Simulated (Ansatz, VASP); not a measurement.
# CdSe: VASP beside Ansatz

File INCAR:

```
PREC     = Accurate       # precision mode
ENCUT    = 520            # plane-wave cutoff, eV
EDIFF    = 1E-6           # SCF threshold, eV
ISMEAR   = -1             # smearing method
SIGMA    = 0.018          # smearing width, eV
LREAL    = F              # projectors in reciprocal space
LASPH    = T              # aspherical terms in the spheres
NELM     = 100            # most SCF steps
ALGO     = Normal         # electronic algorithm
ISIF     = 2              # what is computed and relaxed
LWAVE    = F              # write WAVECAR
LCHARG   = F              # write CHGCAR
GGA      = PE             # functional
NBANDS   = 16             # bands
```

The input KPOINTS:

```
Automatic mesh
0
Gamma
  4 4 4
```

Contents of POSCAR:

```
CdSe
1.0
    0.0000000000      2.8739580000      2.8739580000
    2.8739580000      0.0000000000      2.8739580000
    2.8739580000      2.8739580000      0.0000000000
Cd Se
1 1
Direct
    0.0000000000      0.0000000000      0.0000000000
    0.5000000000      0.5000000000      0.5000000000
```

Input for Ansatz:

```yaml
crystal:
  lattice:
    - [0.0, 2.873958, 2.873958]
    - [2.873958, 0.0, 2.873958]
    - [2.873958, 2.873958, 0.0]
  atoms:
    - { symbol: Cd, position: [0.0, 0.0, 0.0] }
    - { symbol: Se, position: [0.5, 0.5, 0.5] }
basis:
  ecutwfc: 420
kpoints:
  mp_grid: { grid: [4, 4, 4] }
hamiltonian:
  xc: pbe
scf:
  occupations: { method: fermi_dirac, width: 0.018 }
output:
  forces: true
  stress: true
  eigenvalues: true
```

Alike in both runs: task single point; functional PBE; k mesh 4 × 4 × 4; occupations fermi-dirac, width 0.018 eV; no spin polarisation.

```csv
,VASP,Ansatz
version,VASP 6.6.1,Ansatz 0.2.0
potentials or method,"VASP PAW PBE potentials, release 64 (Cd, Se), cutoff 520 eV","scalar-relativistic, plane waves, PAW"
valence electrons in the cell,18,36
```

Ansatz gave:

| Property | Result |
| --- | --- |
| gap on the k mesh at the Fermi level (eV) | none |
| pressure (GPa) | 0.0 |

Task: What did VASP give for the same quantities?

Result: gap on the k mesh at the Fermi level (eV): none; pressure (GPa): 0.3.

A gap of «none» marks a metal or a gap that the smearing closes. The functional is the same, so the differences come from potentials, cutoffs and numerics. VASP's potentials hold 18 valence electrons a cell and Ansatz's 36, so a difference there can come from the potentials and not from the codes.

The k mesh is coarse, so the values compare programs but aren't converged.
